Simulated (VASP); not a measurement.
# Al3W (Fm-3m) in VASP: a series of runs

Runs on Al3W. Level: PBE. Tasks: relaxation of cell and atoms, single point.

Everything below comes from runs of VASP 6.6.1. Logs are shortened: lines on timing, memory, paths and dates and some standing lists are left out, and cuts for length are marked.

**1. The cell of the first run**

It takes space group Fm-3m (No. 225, cubic). The conventional cell has a = 6.571 Å, b = 6.571 Å, c = 6.571 Å, α = 90.00°, β = 90.00°, γ = 90.00°. Al (site symmetry m-3m) has 8 Al at 2.85 Å and 6 W at 3.29 Å within 3.7 Å. Within 3.7 Å of Al (site symmetry -43m) lie 10 Al at 2.85 to 3.29 Å and 4 W at 2.85 Å. Within 3.7 Å of W (site symmetry m-3m) lie 14 Al at 2.85 to 3.29 Å.

The cell was built from a structure type or drawn by symmetry, and may not be a known phase.

**2. Relaxation of cell and atoms, PBE**

INCAR

```
ALGO = Normal
EDIFF = 1E-7
EDIFFG = -0.04
ENCUT = 500
GGA = PE
GGA_COMPAT = F
IBRION = 2
ISIF = 3
ISMEAR = 0
LASPH = T
LCHARG = F
LREAL = F
LWAVE = F
NELM = 120
NELMIN = 4
NSW = 90
PREC = Accurate
SIGMA = 0.1
```

KPOINTS

```
k-points
0
Gamma
  4 4 4
```

POSCAR

```
Al3W
1.0
    0.0000000000      3.2855538400      3.2855538400
    3.2855538400      0.0000000000      3.2855538400
    3.2855538400      3.2855538400      0.0000000000
Al W
3 1
Direct
    0.5000000000      0.5000000000      0.5000000000
    0.2500000000      0.2500000000      0.2500000000
    0.7500000000      0.7500000000      0.7500000000
    0.0000000000      0.0000000000      0.0000000000
```

Potentials or basis: VASP PAW PBE potentials, release 64 (Al, W_sv).

The run is started by

```console
$ cat potpaw_PBE.64/Al/POTCAR potpaw_PBE.64/W_sv/POTCAR > POTCAR
$ mpirun -np 1 vasp_std > vasp.out
```

OUTCAR:

```text
EDIFF = 1E-7
   EDIFFG = -0.04
   ENCUT = 500
   GGA = PE
   IBRION = 2
   ISIF = 3
   ISMEAR = 0
   LASPH = T
   LREAL = F
   NELM = 120
   NELMIN = 4
   NSW = 90
   PREC = Accurate

 ion  position               nearest neighbor table
   1  0.500  0.500  0.500-   2 2.85   2 2.85   2 2.85   2 2.85   3 2.85   3 2.85   3 2.85   3 2.85
                             4 3.29   4 3.29   4 3.29   4 3.29   4 3.29   4 3.29
   2  0.250  0.250  0.250-   4 2.85   4 2.85   4 2.85   1 2.85   4 2.85   1 2.85   1 2.85   1 2.85
                             3 3.29   3 3.29   3 3.29   3 3.29   3 3.29   3 3.29
   3  0.750  0.750  0.750-   1 2.85   1 2.85   1 2.85   1 2.85   4 2.85   4 2.85   4 2.85   4 2.85
                             2 3.29   2 3.29   2 3.29   2 3.29   2 3.29   2 3.29
   4  0.000  0.000  0.000-   3 2.85   3 2.85   3 2.85   2 2.85   3 2.85   2 2.85   2 2.85   2 2.85
                             1 3.29   1 3.29   1 3.29   1 3.29   1 3.29   1 3.29

  LATTYP: Found a face centered cubic cell.
 ALAT       =     6.5711076800

  Lattice vectors:

 A1 = (   0.0000000000,   3.2855538400,   3.2855538400)
 A2 = (   3.2855538400,   0.0000000000,   3.2855538400)
 A3 = (   3.2855538400,   3.2855538400,   0.0000000000)

Analysis of symmetry for initial positions (statically):
=====================================================================
 Subroutine PRICEL returns:
 Original cell was already a primitive cell.

 Routine SETGRP: Setting up the symmetry group for a
 face centered cubic supercell.

 Subroutine GETGRP returns: Found 48 space group operations
 (whereof 48 operations were pure point group operations)
 out of a pool of 48 trial point group operations.

The static configuration has the point symmetry O_h .

Analysis of symmetry for dynamics (positions and initial velocities):
=====================================================================
 Subroutine PRICEL returns:
 Original cell was already a primitive cell.

 Routine SETGRP: Setting up the symmetry group for a
 face centered cubic supercell.

 Subroutine GETGRP returns: Found 48 space group operations
 (whereof 48 operations were pure point group operations)
 out of a pool of 48 trial point group operations.

The dynamic configuration has the point symmetry O_h .

 Subroutine INISYM returns: Found 48 space group operations
 (whereof 48 operations are pure point group operations),
 and found     1 'primitive' translations

----------------------------------------------------------------------------------------

                                     Primitive cell

  volume of cell :      70.9342

  direct lattice vectors                    reciprocal lattice vectors
     0.000000000  3.285553840  3.285553840    -0.152181344  0.152181344  0.152181344
     3.285553840  0.000000000  3.285553840     0.152181344 -0.152181344  0.152181344
[... 94 lines left out ...]
  Fermi-wavevector in a.u.,A,eV,Ry     =   1.124688  2.125353 17.210334  1.264924
  Thomas-Fermi vector in A             =   2.261361
   LORBIT       =      0    0 simple, 1 ext, 2 COOP (PROOUT), +10 PAW based schemes
   GGA     = PE    functional components
   LHFCALC =     F    Hartree Fock is set to
   AEXX    =    0.0000 exact exchange contribution
   IVDW    =     0    specifies the selected vdW correction
   LEPSILON=     F    determine dielectric tensor
   LRPA    =     F    only Hartree local field effects (RPA)
 conjugate gradient relaxation of ions
 non-spin polarized calculation
 Gauss-broadening in eV      SIGMA  =   0.10
  energy-cutoff  :      500.00
  volume of cell :       70.93
 maximum number of plane-waves:      1812
 NGX is ok and might be reduce to    36
   NGX = 17   NGY = 17   NGZ = 17

--------------------------------------- Ionic step        1  -------------------------------------------

 number of electron      23.0000000 magnetization

 Free energy of the ion-electron system (eV)
  ---------------------------------------------------
  ext. energy  EPLUGINS =         0.00000000
  ---------------------------------------------------
  free energy    TOTEN  =       -22.63987987 eV

  energy without entropy =      -22.61145289  energy(sigma->0) =      -22.62566638

------------------------ aborting loop because EDIFF is reached ----------------------------------------

  FORCE on cell =-STRESS in cart. coord.  units (eV):
  Direction    XX          YY          ZZ          XY          YZ          ZX
  --------------------------------------------------------------------------------------
  -------------------------------------------------------------------------------------
  Total       -5.9678427     -5.9678427     -5.9678427      0.0000000     -0.0000000      0.0000000
  in kB     -134.7945055   -134.7945055   -134.7945055      0.0000000     -0.0000000      0.0000000
  external PRESSURE =    -134.7945055 kB  Pullay stress =       0.0000000 kB
[... 25 lines left out ...]
--------------------------------------- Ionic step        2  -------------------------------------------

 number of electron      23.0000002 magnetization

 E-fermi :  10.2051     XC(G=0): -11.6596

 val. band max:       10.1741001970   @ k =   0.0000   0.0000   0.0000
 cond. band min:      10.2415815701   @ k =   0.5000   0.2500   0.0000
 fundamental gap:      0.0674813731
 Fermi energy:        10.2051354536

 k-point     1 :       0.0000    0.0000    0.0000
  band No.  band energies     occupation
      1     -62.9194      2.00000
      2     -27.2403      2.00000
      3     -27.2403      2.00000
      4     -27.2403      2.00000
      5      -1.3686      2.00000
      6       6.5816      2.00000
      7       6.5816      2.00000
      8       6.5816      2.00000
      9       8.7406      2.00000
     10       8.7406      2.00000
     11      10.1741      1.33927
     12      10.1741      1.33927
     13      10.1741      1.33927
     14      11.4870      0.00000
[... 162 lines left out ...]
--------------------------------------- Ionic step        3  -------------------------------------------

 number of electron      23.0000001 magnetization

 Free energy of the ion-electron system (eV)
  ---------------------------------------------------
  ext. energy  EPLUGINS =         0.00000000
  ---------------------------------------------------
  free energy    TOTEN  =       -23.07230825 eV

  energy without entropy =      -23.04936788  energy(sigma->0) =      -23.06083806

 E-fermi :   9.1956     XC(G=0): -11.2770

 val. band max:        9.1774053237   @ k =   0.0000   0.0000   0.0000
 cond. band min:       9.2309206232   @ k =   0.5000   0.2500   0.0000
 fundamental gap:      0.0535152995
 Fermi energy:         9.1955628578

 k-point     1 :       0.0000    0.0000    0.0000
  band No.  band energies     occupation
      1     -64.1633      2.00000
      2     -28.4253      2.00000
      3     -28.4253      2.00000
      4     -28.4253      2.00000
      5      -1.8280      2.00000
      6       5.8650      2.00000
      7       5.8650      2.00000
      8       5.8650      2.00000
      9       7.9393      2.00000
     10       7.9393      2.00000
     11       9.1774      1.20266
     12       9.1774      1.20266
     13       9.1774      1.20266
     14       9.9370      0.00000
[... 156 lines left out ...]
  FREE ENERGIE OF THE ION-ELECTRON SYSTEM (eV)
  ---------------------------------------------------
  free  energy   TOTEN  =       -23.0723082504 eV

  energy  without entropy=      -23.0493678765  energy(sigma->0) =      -23.06083806

 reached required accuracy - stopping structural energy minimisation
```

CONTCAR:

```text
Al3W
   1.00000000000000
    -0.0000000000000000    3.1405693435417850    3.1405693435417850
     3.1405693435417850   -0.0000000000000000    3.1405693435417850
     3.1405693435417850    3.1405693435417850    0.0000000000000000
  Al              W
     3     1
Direct
     0.5000000000000000    0.5000000000000000    0.5000000000000000
     0.2500000000000000    0.2500000000000000    0.2500000000000000
     0.7500000000000000    0.7500000000000000    0.7500000000000000
     0.0000000000000000    0.0000000000000000    0.0000000000000000

  0.00000000E+00  0.00000000E+00  0.00000000E+00
  0.00000000E+00  0.00000000E+00  0.00000000E+00
  0.00000000E+00  0.00000000E+00  0.00000000E+00
  0.00000000E+00  0.00000000E+00  0.00000000E+00
```

It took 32 s on 1 thread of Intel Xeon Platinum 8259CL at 2.50GHz (Skylake/Cascade Lake), shared host; peak memory 0.21 GiB.

Results:

```yaml
Free_energy: -23.0723 eV
Relaxed_volume: 15.49 Å³/atom
Relaxed_cell: a = 4.441 Å, b = 4.441 Å, c = 4.441 Å, α = 60.00°, β = 60.00°, γ = 60.00°
Space_group_after_relaxing_to_0.1_Å: Fm-3m (No. 225)
Energy_gained_by_relaxing: 108.1 meV/atom
Ionic_steps: 3
Pressure_after_relaxing: -0.1 GPa
Band_gap_on_the_k_mesh: zero (an odd number of electrons rules out a gap without spin polarisation)
```

Step by step:
```csv
step,energy change (eV),largest force (eV/Å),pressure (GPa),volume (Å³)
1,0.0000,0.0000,-13.48,70.93
2,-0.2192,0.0000,14.14,56.69
3,-0.4324,0.0000,-0.09,61.95
```

Final structure:
```cif
data_structure
_symmetry_space_group_name_H-M 'P 1'
_symmetry_Int_Tables_number 1
_cell_length_a 4.4414
_cell_length_b 4.4414
_cell_length_c 4.4414
_cell_angle_alpha 60.000
_cell_angle_beta 60.000
_cell_angle_gamma 60.000
_cell_volume 61.95
loop_
_atom_site_label
_atom_site_type_symbol
_atom_site_fract_x
_atom_site_fract_y
_atom_site_fract_z
_atom_site_occupancy
Al1 Al 0.50000 0.50000 0.50000 1
Al2 Al 0.25000 0.25000 0.25000 1
Al3 Al 0.75000 0.75000 0.75000 1
W1 W 0.00000 0.00000 0.00000 1
```

Levels at points of the mesh, in eV from the Fermi level:
```tsv
k point	band 7	band 8	band 9	band 10	band 11	band 12	band 13	band 14	band 15
(0.00, 0.00, 0.00)	-3.33	-3.33	-1.26	-1.26	-0.02	-0.02	-0.02	0.74	2.91
(0.50, 0.00, 0.00)	-3.62	-3.62	-1.32	-0.64	-0.56	-0.56	-0.15	-0.15	4.33
(0.50, 0.50, 0.00)	-5.27	-3.46	-3.46	-2.61	-0.43	-0.43	-0.13	2.84	4.88
```

Caveat: the k points lie up to 0.43 Å⁻¹ apart in the final cell, too coarse for converged energies and pressures of a metal; spin-orbit coupling is left out, which moves the levels of the heavy elements.

**3. Relaxation of cell and atoms, PBE**

This run uses another cell than the first one, of 15.48 Å³/atom.

INCAR

```
PREC     = Accurate       # precision mode
ENCUT    = 500            # plane-wave cutoff, eV
EDIFF    = 1E-7           # SCF threshold, eV
ISMEAR   = 0              # smearing method
SIGMA    = 0.1            # smearing width, eV
LREAL    = False          # projectors in reciprocal space
LASPH    = True           # aspherical terms in the spheres
NELM     = 120            # most SCF steps
ALGO     = Normal         # electronic algorithm
ISIF     = 3              # what is computed and relaxed
LWAVE    = False          # write WAVECAR
LCHARG   = False          # write CHGCAR
GGA      = PE             # functional
IBRION   = 2              # ionic algorithm
NSW      = 90             # ionic steps
EDIFFG   = -0.04          # ionic threshold
GGA_COMPAT= False        
NELMIN   = 4
```

KPOINTS

```
Automatic mesh
0
Gamma
  6 6 6
```

POSCAR

```
Al3W
1.0
    0.0000000000      3.1403098511      3.1403098511
    3.1403098511      0.0000000000      3.1403098511
    3.1403098511      3.1403098511      0.0000000000
Al W
3 1
Direct
    0.5000000000      0.5000000000      0.5000000000
    0.2500000000      0.2500000000      0.2500000000
    0.7500000000      0.7500000000      0.7500000000
    0.0000000000      0.0000000000      0.0000000000
```

Potentials or basis: VASP PAW PBE potentials, release 64 (Al, W_sv).

The run is started by

```console
$ cat potpaw_PBE.64/Al/POTCAR potpaw_PBE.64/W_sv/POTCAR > POTCAR
$ mpirun -np 1 vasp_std > vasp.out
```

Run time: 18 s. Hardware: 1 thread of Intel Xeon Platinum 8259CL at 2.50GHz (Skylake/Cascade Lake), shared host; peak memory 0.19 GiB.

Results (log left out):

```
Free energy                           : -22.9745 eV
Relaxed volume                        : 15.38 Å³/atom
Relaxed cell                          : a = 4.431 Å, b = 4.431 Å, c = 4.431 Å, α = 60.00°, β = 60.00°, γ = 60.00°
Space group after relaxing (to 0.1 Å) : Fm-3m (No. 225)
Energy gained by relaxing             : 0.0 meV/atom
Ionic steps                           : 2
Pressure after relaxing               : 0.4 GPa
Band gap on the k mesh                : zero (an odd number of electrons rules out a gap without spin polarisation)
```

The path:
| step | energy change (eV) | largest force (eV/Å) | pressure (GPa) | volume (Å³) |
| --- | --- | --- | --- | --- |
| 1 | 0.0000 | 0.0000 | -0.47 | 61.94 |
| 2 | -0.0001 | 0.0000 | 0.39 | 61.53 |

Final structure:
```
Al W
1.0
     0.00000    3.13348    3.13348
     3.13348    0.00000    3.13348
     3.13348    3.13348    0.00000
Al W
3 1
Direct
  0.50000 0.50000 0.50000
  0.25000 0.25000 0.25000
  0.75000 0.75000 0.75000
  0.00000 0.00000 0.00000
```

Levels at points of the mesh, in eV from the Fermi level:
| k point | band 7 | band 8 | band 9 | band 10 | band 11 | band 12 | band 13 | band 14 | band 15 |
| --- | --- | --- | --- | --- | --- | --- | --- | --- | --- |
| (0.00, 0.00, 0.00) | -3.38 | -3.38 | -1.27 | -1.27 | -0.09 | -0.09 | -0.09 | 0.70 | 2.90 |
| (0.50, 0.00, 0.00) | -3.68 | -3.68 | -1.32 | -0.70 | -0.55 | -0.55 | -0.21 | -0.21 | 4.37 |
| (0.50, 0.50, 0.00) | -5.33 | -3.54 | -3.54 | -2.65 | -0.41 | -0.41 | -0.10 | 2.90 | 4.95 |

Caveat: spin-orbit coupling is left out, which moves the levels of the heavy elements.

**4. Single point, PBE**

This run uses another cell than the first one, of 15.46 Å³/atom.

INCAR

```
SYSTEM = Al3W
ALGO = Normal
EDIFF = 1E-6
ENCUT = 500
GGA = PE
GGA_COMPAT = .False.
ISIF = 2
ISMEAR = 0
LASPH = .True.
LCHARG = .False.
LREAL = .False.
LWAVE = .False.
NBANDS = 20
NELM = 120
PREC = Accurate
SIGMA = 0.1
```

KPOINTS

```
k-points
0
Gamma
  12 12 12
  0 0 0
```

POSCAR

```
Al3W
1.0
    0.0000000000      3.1388873049      3.1388873049
    3.1388873049      0.0000000000      3.1388873049
    3.1388873049      3.1388873049      0.0000000000
Al W
3 1
Direct
    0.5000000000      0.5000000000      0.5000000000
    0.2500000000      0.2500000000      0.2500000000
    0.7500000000      0.7500000000      0.7500000000
    0.0000000000      0.0000000000      0.0000000000
```

The run is started by

```console
$ cat potpaw_PBE.64/Al/POTCAR potpaw_PBE.64/W_sv/POTCAR > POTCAR
$ mpirun -np 1 vasp_std > vasp.out
```

Run time: 40 s. Hardware: 1 thread of Intel Xeon Platinum 8259CL at 2.50GHz (Skylake/Cascade Lake), shared host; peak memory 0.22 GiB.

Results (log left out):

| Quantity | Value |
| --- | --- |
| Free energy | -23.0034 eV |
| Pressure | 0.0 GPa |
| Band gap on the k mesh | zero (an odd number of electrons rules out a gap without spin polarisation) |

Levels at points of the mesh, in eV from the Fermi level:
```
           k point  band 9  band 10  band 11  band 12  band 13  band 14
(0.00, 0.00, 0.00)   -1.28    -1.28    -0.10    -0.10    -0.10     0.65
(0.50, 0.00, 0.00)   -1.35    -0.72    -0.56    -0.56    -0.23    -0.23
(0.50, 0.50, 0.00)   -3.54    -2.66    -0.43    -0.43    -0.12     2.85
```

Caveat: spin-orbit coupling is left out, which moves the levels of the heavy elements.

**5. Relaxation of cell and atoms, PBE**

This run uses another cell than the first one, of 15.40 Å³/atom.

INCAR

```
  PREC = Accurate
  ENCUT = 500
  EDIFF = 1E-7
  ISMEAR = 0
  SIGMA = 0.1
  LREAL = F
  LASPH = T
  NELM = 120
  ALGO = Normal
  ISIF = 3
  LWAVE = F
  LCHARG = F
  GGA = PE
  IBRION = 2
  NSW = 100
  EDIFFG = -0.01
  GGA_COMPAT = F
  NELMIN = 4
```

KPOINTS

```
Automatic mesh
0
Gamma
  12 12 12
```

POSCAR

```
Al3W
1.0
    0.0000000000      3.1345776034      3.1345776034
    3.1345776034      0.0000000000      3.1345776034
    3.1345776034      3.1345776034      0.0000000000
Al W
3 1
Direct
    0.5000000000      0.5000000000      0.5000000000
    0.2500000000      0.2500000000      0.2500000000
    0.7500000000      0.7500000000      0.7500000000
    0.0000000000      0.0000000000      0.0000000000
```

The run is started by

```console
$ cat potpaw_PBE.64/Al/POTCAR potpaw_PBE.64/W_sv/POTCAR > POTCAR
$ mpirun -np 1 vasp_std > vasp.out
```

Run time: 72 s. Hardware: 1 thread of Intel Xeon Platinum 8259CL at 2.50GHz (Skylake/Cascade Lake), shared host; peak memory 0.22 GiB.

It converged, with:

- Free energy: -23.0034 eV
- Relaxed volume: 15.46 Å³/atom
- Relaxed cell: a = 4.439 Å, b = 4.439 Å, c = 4.439 Å, α = 60.00°, β = 60.00°, γ = 60.00°
- Space group after relaxing (to 0.1 Å): Fm-3m (No. 225)
- Energy gained by relaxing: 0.1 meV/atom
- Ionic steps: 3
- Pressure after relaxing: 0.0 GPa
- Band gap on the k mesh: zero (an odd number of electrons rules out a gap without spin polarisation)

The path:
| step | energy change (eV) | largest force (eV/Å) | pressure (GPa) | volume (Å³) |
| --- | --- | --- | --- | --- |
| 1 | 0.0000 | 0.0000 | 0.54 | 61.60 |
| 2 | -0.0001 | 0.0000 | -0.43 | 62.06 |
| 3 | -0.0004 | 0.0000 | 0.00 | 61.85 |

Final structure:
```
Al W
1.0
     0.00000    3.13885    3.13885
     3.13885    0.00000    3.13885
     3.13885    3.13885    0.00000
Al W
3 1
Cartesian
  3.1389 3.1389 3.1389
  1.5694 1.5694 1.5694
  4.7083 4.7083 4.7083
  0.0000 0.0000 0.0000
```

Levels at points of the mesh, in eV from the Fermi level:
```tsv
k point	band 8	band 9	band 10	band 11	band 12	band 13	band 14	band 15
(0.00, 0.00, 0.00)	-3.38	-1.28	-1.28	-0.10	-0.10	-0.10	0.65	2.85
(0.50, 0.00, 0.00)	-3.68	-1.35	-0.72	-0.56	-0.56	-0.23	-0.23	4.33
(0.50, 0.50, 0.00)	-3.54	-3.54	-2.66	-0.43	-0.43	-0.12	2.85	4.89
```

Caveat: spin-orbit coupling is left out, which moves the levels of the heavy elements.

**6. Summary**

```tsv
task	cell	k mesh	gap on the mesh (eV)	pressure (GPa)	relaxed volume (Å³/atom)
relaxation of cell and atoms	relaxed from a = 4.646 Å, angles 60.0°, 4 atoms	4 × 4 × 4	none	-0.1	15.49
relaxation of cell and atoms	relaxed from a = 4.441 Å, angles 60.0°, 4 atoms	6 × 6 × 6	none	0.4	15.38
single point	a = 4.439 Å, angles 60.0°, 4 atoms	12 × 12 × 12	none	0.0	-
relaxation of cell and atoms	relaxed from a = 4.433 Å, angles 60.0°, 4 atoms	12 × 12 × 12	none	0.0	15.46
```

Alike in all rows: level PBE; potentials or basis VASP PAW PBE potentials, release 64 (Al, W_sv); no spin polarisation; cutoff (eV) 500; smearing gaussian 0.1 eV.

Caveats: some runs use coarse meshes; spin-orbit coupling is left out, which moves the levels of the heavy elements.

Total energies depend on the potentials used, so only differences within one code and one set of settings carry meaning.
